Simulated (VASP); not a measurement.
# Bi (I4/mmm) in VASP: further runs

Runs on Bi. Level: PBE+D3(BJ). Tasks: single point.

Everything below comes from runs of VASP 6.6.1. Logs are shortened: lines on timing, memory, paths and dates and some standing lists are left out, and cuts for length are marked.

### 1 The cell of the first run

The structure is tetragonal, space group I4/mmm (No. 139). Conventional cell: a = 8.515 Å, b = 8.515 Å, c = 3.090 Å, α = 90.00°, β = 90.00°, γ = 90.00°. Within 4.1 Å of Bi (site symmetry 4/mmm) lie 2 Bi at 3.09 Å.

### 2 Single point, PBE+D3(BJ) (strain +0.000 along x and y, +0.080 along z)

INCAR

```
  PREC = Accurate
  ENCUT = 520
  EDIFF = 1E-6
  ISMEAR = 0
  SIGMA = 0.05
  LREAL = False
  LASPH = True
  NELM = 100
  ALGO = Fast
  ISIF = 2
  LWAVE = False
  LCHARG = False
  GGA = PE
  IVDW = 12
  NBANDS = 14
```

KPOINTS

```
regular mesh
0
Gamma
  10 10 10
```

POSCAR

```
Bi
1.0
   -4.2574820000      4.2574820000      1.5450091200
    4.2574820000     -4.2574820000      1.5450091200
    4.2574820000      4.2574820000     -1.5450091200
Bi
1
Direct
    0.0000000000      0.0000000000      0.0000000000
```

Potentials or basis: VASP PAW PBE potentials, release 64 (Bi_d).

Launch:

```console
cat potpaw_PBE.64/Bi_d/POTCAR > POTCAR
mpirun -np 1 vasp_std > vasp.out
```

OUTCAR:

```text
PREC = Accurate
   ENCUT = 520
   EDIFF = 1E-6
   ISMEAR = 0
   LREAL = False
   LASPH = True
   NELM = 100
   ISIF = 2
   GGA = PE
   IVDW = 12
 IVDW          = 12

 ion  position               nearest neighbor table
   1  0.000  0.000  0.000-

  LATTYP: Found a body centered tetragonal cell.
 ALAT       =     8.5149640000
 C/A-ratio  =     0.3628926957

  Lattice vectors:

 A1 = (  -4.2574820000,   4.2574820000,   1.5450091200)
 A2 = (   4.2574820000,  -4.2574820000,   1.5450091200)
 A3 = (   4.2574820000,   4.2574820000,  -1.5450091200)

Analysis of symmetry for initial positions (statically):
=====================================================================
 Subroutine PRICEL returns:
 Original cell was already a primitive cell.

 Routine SETGRP: Setting up the symmetry group for a
 body centered tetragonal supercell.

 Subroutine GETGRP returns: Found 16 space group operations
 (whereof 16 operations were pure point group operations)
 out of a pool of 16 trial point group operations.

The static configuration has the point symmetry D_4h.

Analysis of symmetry for dynamics (positions and initial velocities):
=====================================================================
 Subroutine PRICEL returns:
 Original cell was already a primitive cell.

 Routine SETGRP: Setting up the symmetry group for a
 body centered tetragonal supercell.

 Subroutine GETGRP returns: Found 16 space group operations
 (whereof 16 operations were pure point group operations)
 out of a pool of 16 trial point group operations.

The dynamic configuration has the point symmetry D_4h.

 Subroutine INISYM returns: Found 16 space group operations
 (whereof 16 operations are pure point group operations),
 and found     1 'primitive' translations

----------------------------------------------------------------------------------------

                                     Primitive cell

  volume of cell :     112.0203

  direct lattice vectors                    reciprocal lattice vectors
    -4.257482000  4.257482000  1.545009120     0.000000000  0.117440309  0.323622685
     4.257482000 -4.257482000  1.545009120     0.117440309  0.000000000  0.323622685
     4.257482000  4.257482000 -1.545009120     0.117440309  0.117440309  0.000000000

  length of vectors
     6.216056559  6.216056559  6.216056559     0.344272956  0.344272956  0.166085677

  position of ions in fractional coordinates (direct lattice)
     0.000000000  0.000000000  0.000000000

  ion indices of the primitive-cell ions
   primitive index   ion index
                 1           1

----------------------------------------------------------------------------------------

 KPOINTS: regular mesh

Automatic generation of k-mesh.
 Grid dimensions read from file:
 generate k-points for:   10   10   10

 Generating k-lattice:

  Cartesian coordinates                     Fractional coordinates (reciprocal lattice)
     0.000000000  0.011744031  0.032362269     0.100000000  0.000000000 -0.000000000
     0.011744031  0.000000000  0.032362269     0.000000000  0.100000000 -0.000000000
     0.011744031  0.011744031  0.000000000     0.000000000  0.000000000  0.100000000

  Length of vectors
     0.034427296  0.034427296  0.016608568

  Shift w.r.t. Gamma in fractional coordinates (k-lattice)
     0.000000000  0.000000000  0.000000000

 Subroutine IBZKPT returns following result:
 ===========================================

 Found    102 irreducible k-points:

 Following reciprocal coordinates:
            Coordinates               Weight
  0.000000  0.000000  0.000000      1.000000
  0.100000  0.000000 -0.000000      8.000000
  0.200000  0.000000 -0.000000      8.000000
  0.300000  0.000000 -0.000000      8.000000
  0.400000  0.000000  0.000000      8.000000
  0.500000  0.000000 -0.000000      4.000000
[... 16 lines left out ...]
  0.300000  0.300000 -0.000000      8.000000
  0.400000  0.300000 -0.000000     16.000000
 [... further k-points ...]
   k-points           NKPTS =    102   k-points in BZ     NKDIM =    102   number of bands    NBANDS=     14
   number of dos      NEDOS =    301   number of ions     NIONS =      1
   total plane-waves  NPLWV = 110592
   dimension x,y,z NGX =    48 NGY =   48 NGZ =   48
   dimension x,y,z NGXF=    96 NGYF=   96 NGZF=   96
   ions per type =               1
   NGX,Y,Z   is equivalent  to a cutoff of  12.84, 12.84, 12.84 a.u.
   NGXF,Y,Z  is equivalent  to a cutoff of  25.67, 25.67, 25.67 a.u.
 SYSTEM =  unknown system
   PREC   = accura    normal or accurate (medium, high low for compatibility)
   ISTART =      0    job   : 0-new  1-cont  2-samecut
   ICHARG =      2    charge: 1-file 2-atom 10-const
   ISPIN  =      1    spin polarized calculation?
   LNONCOLLINEAR =      F non collinear calculations
   LSORBIT =      F    spin-orbit coupling
   LASPH  =      T    aspherical Exc in radial PAW
   ENCUT  =  520.0 eV  38.22 Ry    6.18 a.u.  11.56 11.56 11.56*2*pi/ulx,y,z
   NELM   =    100;   NELMIN=  2; NELMDL= -5     # of ELM steps
   EDIFF  = 0.1E-05   stopping-criterion for ELM
   LREAL  =      F    real-space projection
   EDIFFG = 0.1E-04   stopping-criterion for IOM
   NSW    =      0    number of steps for IOM
   IBRION =     -1    ionic relax: 0-MD 1-quasi-New 2-CG
   NFREE  =      0    steps in history (QN), initial steepest desc. (CG)
   ISIF   =      2    stress and relaxation
   ISYM   =      2    0-nonsym 1-usesym 2-fastsym
   POTIM  = 0.5000    time-step for ionic-motion
   TEBEG  =    0.0;   TEEND  =   0.0 temperature during run
   PSTRESS=    0.0 pullay stress
   NELECT =      15.0000    total number of electrons
   NUPDOWN=      -1.0000    fix difference up-down
   EMIN   =  10.00;   EMAX   =-10.00  energy-range for DOS
   EFERMI =   0.00;   METHOD = LEGACY
   ISMEAR =     0;   SIGMA  =   0.05  broadening in eV -4-tet -1-fermi 0-gaus
   EFERMI_NEDOS =   21; number of points for ismear=-14 and -15
   IALGO  =     68    algorithm
   IMIX   =      4    mixing-type and parameters
     AMIX     =   0.40;   BMIX     =  1.00
     AMIX_MAG =   1.60;   BMIX_MAG =  1.00
  volume/ion in A,a.u.               =     112.02       755.95
  Fermi-wavevector in a.u.,A,eV,Ry     =   0.837542  1.582724  9.544158  0.701476
  Thomas-Fermi vector in A             =   1.951448
   LORBIT       =      0    0 simple, 1 ext, 2 COOP (PROOUT), +10 PAW based schemes
   GGA     = PE    functional components
   LHFCALC =     F    Hartree Fock is set to
   AEXX    =    0.0000 exact exchange contribution
   IVDW    =    12    specifies the selected vdW correction
   LEPSILON=     F    determine dielectric tensor
   LRPA    =     F    only Hartree local field effects (RPA)
 non-spin polarized calculation
 RMM-DIIS sequential band-by-band and
 Gauss-broadening in eV      SIGMA  =   0.05
  energy-cutoff  :      520.00
  volume of cell :      112.02
 maximum number of plane-waves:      3038
 NGX is ok and might be reduce to    48
   NGX = 23   NGY = 23   NGZ = 23

 number of electron      15.0000005 magnetization

 Free energy of the ion-electron system (eV)
  ---------------------------------------------------
  ext. energy  EPLUGINS =         0.00000000
  ---------------------------------------------------
  free energy    TOTEN  =        -2.63356403 eV

  energy without entropy =       -2.63340531  energy(sigma->0) =       -2.63348467

 E-fermi :  -1.2522     XC(G=0):  -4.7283

 val. band max:       -1.3459465377   @ k =  -0.1000  -0.2000   0.1000
 cond. band min:      -1.1759773867   @ k =   0.4000   0.3000   0.1000
 fundamental gap:      0.1699691510
 Fermi energy:        -1.2521663469

 k-point     1 :       0.0000    0.0000    0.0000
  band No.  band energies     occupation
      1     -23.7887      2.00000
      2     -23.6903      2.00000
      3     -23.6902      2.00000
      4     -23.4945      2.00000
      5     -23.4945      2.00000
      6     -12.2725      2.00000
      7      -2.1485      2.00000
      8      -2.1485      2.00000
      9       1.6337      0.00000
     10       3.5080      0.00000
     11       5.6420      0.00000
     12       6.1639      0.00000
     13       6.7136      0.00000
     14       6.7136      0.00000

 k-point     2 :       0.1000    0.0000   -0.0000
  band No.  band energies     occupation
      1     -23.7467      2.00000
      2     -23.6888      2.00000
      3     -23.6887      2.00000
      4     -23.5091      2.00000
      5     -23.5091      2.00000
      6     -12.1247      2.00000
      7      -1.9974      2.00000
      8      -1.9944      2.00000
      9       1.8183      0.00000
     10       3.6909      0.00000
     11       3.9913      0.00000
     12       6.0243      0.00000
     13       6.8933      0.00000
     14       6.9337      0.00000

 k-point     3 :       0.2000    0.0000   -0.0000
  band No.  band energies     occupation
      1     -23.6850      2.00000
      2     -23.6849      2.00000
      3     -23.6363      2.00000
      4     -23.5470      2.00000
      5     -23.5470      2.00000
      6     -11.6864      2.00000
      7      -1.5613      2.00000
      8      -1.5509      2.00000
      9       1.1533      0.00000
     10       2.5366      0.00000
     11       4.2349      0.00000
     12       5.9631      0.00000
     13       7.3818      0.00000
     14       7.4487      0.00000

 k-point     4 :       0.3000    0.0000   -0.0000
  band No.  band energies     occupation
      1     -23.6801      2.00000
      2     -23.6801      2.00000
      3     -23.5934      2.00000
      4     -23.5934      2.00000
      5     -23.4991      2.00000
      6     -10.9934      2.00000
      7      -1.3512      1.99493
      8      -0.8959      0.00000
      9      -0.8839      0.00000
     10       3.4600      0.00000
     11       5.0898      0.00000
     12       6.1721      0.00000
     13       7.0720      0.00000
     14       7.1635      0.00000

 k-point     5 :       0.4000    0.0000    0.0000
  band No.  band energies     occupation
      1     -23.6762      2.00000
      2     -23.6762      2.00000
      3     -23.6306      2.00000
      4     -23.6306      2.00000
      5     -23.3876      2.00000
      6     -10.2000      2.00000
      7      -3.3123      2.00000
      8      -0.1765      0.00000
      9      -0.1616      0.00000
     10       4.5152      0.00000
     11       5.2845      0.00000
[... 276 lines left out ...]
 k-point    22 :      -0.2000    0.2000    0.0000
  band No.  band energies     occupation
      1     -23.7887      2.00000
      2     -23.6903      2.00000
      3     -23.6902      2.00000
      4     -23.4945      2.00000
      5     -23.4945      2.00000
      6     -12.2694      2.00000
      7      -2.3042      2.00000
      8      -2.1345      2.00000
      9       1.9854      0.00000
     10       3.7484      0.00000
     11       5.3141      0.00000
     12       5.6366      0.00000
     13       5.8577      0.00000
     14       7.9903      0.00000

 k-point    23 :       0.3000    0.3000   -0.0000
  band No.  band energies     occupation
      1     -23.6762      2.00000
      2     -23.6762      2.00000
      3     -23.6306      2.00000
      4     -23.6306      2.00000
      5     -23.3876      2.00000
      6     -10.1963      2.00000
      7      -3.3162      2.00000
      8      -0.3355      0.00000
      9      -0.1470      0.00000
     10       5.0800      0.00000
     11       5.1192      0.00000
     12       6.1655      0.00000
     13       6.1969      0.00000
     14       8.0125      0.00000

 k-point    24 :       0.4000    0.3000   -0.0000
  band No.  band energies     occupation
      1     -23.6801      2.00000
      2     -23.6801      2.00000
      3     -23.5934      2.00000
      4     -23.5934      2.00000
      5     -23.4991      2.00000
      6     -10.9873      2.00000
      7      -1.3547      1.99626
      8      -1.1649      0.01357
      9      -0.8563      0.00000
     10       4.3555      0.00000
     11       4.8469      0.00000
     12       6.0579      0.00000
     13       7.0526      0.00000
     14       7.7488      0.00000

 [... further k-points ...]

------------------------ aborting loop because EDIFF is reached ----------------------------------------

 Edisp (eV)   -0.11287

 E8    (eV) :    -0.0517

  FORCE on cell =-STRESS in cart. coord.  units (eV):
  Direction    XX          YY          ZZ          XY          YZ          ZX
  --------------------------------------------------------------------------------------
  -------------------------------------------------------------------------------------
  Total      -0.17501    -0.17501    -2.13095     0.00000     0.00000     0.00000
  in kB      -2.50308    -2.50308   -30.47808     0.00000     0.00000     0.00000
  external pressure =      -11.83 kB  Pullay stress =        0.00 kB

 VOLUME and BASIS-vectors are now :
 -----------------------------------------------------------------------------
  energy-cutoff  :      520.00
  volume of cell :      112.02
      direct lattice vectors                 reciprocal lattice vectors
    -4.257482000  4.257482000  1.545009120     0.000000000  0.117440309  0.323622685
     4.257482000 -4.257482000  1.545009120     0.117440309  0.000000000  0.323622685
     4.257482000  4.257482000 -1.545009120     0.117440309  0.117440309  0.000000000

 POSITION                                       TOTAL-FORCE (eV/Angst)
 -----------------------------------------------------------------------------------
      0.00000      0.00000      0.00000         0.000000      0.000000     -0.000000
 -----------------------------------------------------------------------------------
    total drift:                               -0.000000     -0.000000      0.000000

  FREE ENERGIE OF THE ION-ELECTRON SYSTEM (eV)
  ---------------------------------------------------
  free  energy   TOTEN  =        -2.7464351271 eV

  energy  without entropy=       -2.7462764100  energy(sigma->0) =       -2.74635577
```

Run time: 4 min. Hardware: 1 thread of Intel Xeon 6975P-C (Granite Rapids), shared host; peak memory 0.4 GiB.

What came out:

```yaml
Free_energy: -2.7464 eV
Pressure: -1.2 GPa
Dispersion_energy_per_atom: -0.113 eV
```

Caveat: the cell differs from its parent crystal (strain +0.000 along x and y, +0.080 along z); spin-orbit coupling is left out, which moves the levels of the heavy elements; pairwise dispersion overbinds metals, which lowers pressure and volume.

(Part 1 of 2 ends here.)
